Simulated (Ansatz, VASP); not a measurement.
Two plane-wave programs on KBr

The input INCAR:

```
SYSTEM = KBr
PREC = Accurate
ENCUT = 520
EDIFF = 1E-6
ISMEAR = 0
SIGMA = 0.05
LREAL = .FALSE.
LASPH = .TRUE.
NELM = 80
ALGO = Normal
ISIF = 2
LWAVE = .FALSE.
LCHARG = .FALSE.
GGA = PE
NBANDS = 15
```

The input KPOINTS:

```
Automatic mesh
0
G
  10 10 10
  0 0 0
```

The input POSCAR:

```
KBr
1.0
    0.0000000000      3.3073613915      3.3073613915
    3.3073613915      0.0000000000      3.3073613915
    3.3073613915      3.3073613915      0.0000000000
K Br
1 1
Direct
    0.0000000000      0.0000000000      0.0000000000
    0.5000000000      0.5000000000      0.5000000000
```

Input for Ansatz:

```yaml
crystal:
  lattice:
    - [0.0, 3.3073613289, 3.3073613289]
    - [3.3073613289, 0.0, 3.3073613289]
    - [3.3073613289, 3.3073613289, 0.0]
  atoms:
    - { symbol: K, position: [0.0, 0.0, 0.0] }
    - { symbol: Br, position: [0.5, 0.5, 0.5] }
basis:
  ecutwfc: 420
  ecutrho_ratio: 4
kpoints:
  mp_grid: { grid: [10, 10, 10] }
hamiltonian:
  xc: pbe
scf:
  occupations: { method: gaussian, width: 0.05 }
output:
  forces: true
  stress: true
  eigenvalues: true
```

Alike in both runs: task single point; functional PBE; k mesh 10 × 10 × 10; occupations gaussian, width 0.05 eV; no spin polarisation.

```csv
,VASP,Ansatz
version,VASP 6.6.1,Ansatz 0.2.0
potentials or method,"VASP PAW PBE potentials, release 64 (K_sv, Br), cutoff 520 eV","scalar-relativistic, plane waves, PAW"
valence electrons in the cell,16,16
```

|  | VASP | Ansatz | Ansatz less VASP |
| --- | --- | --- | --- |
| gap on the k mesh at the Fermi level (eV) | 4.42 | 4.42 | +0.001 |
| least direct gap on the mesh (eV) | 4.42 | 4.42 | +0.001 |
| pressure (GPa) | 0.6 | 0.6 | -0.04 |

The functional is the same, so the differences come from potentials, cutoffs and numerics.
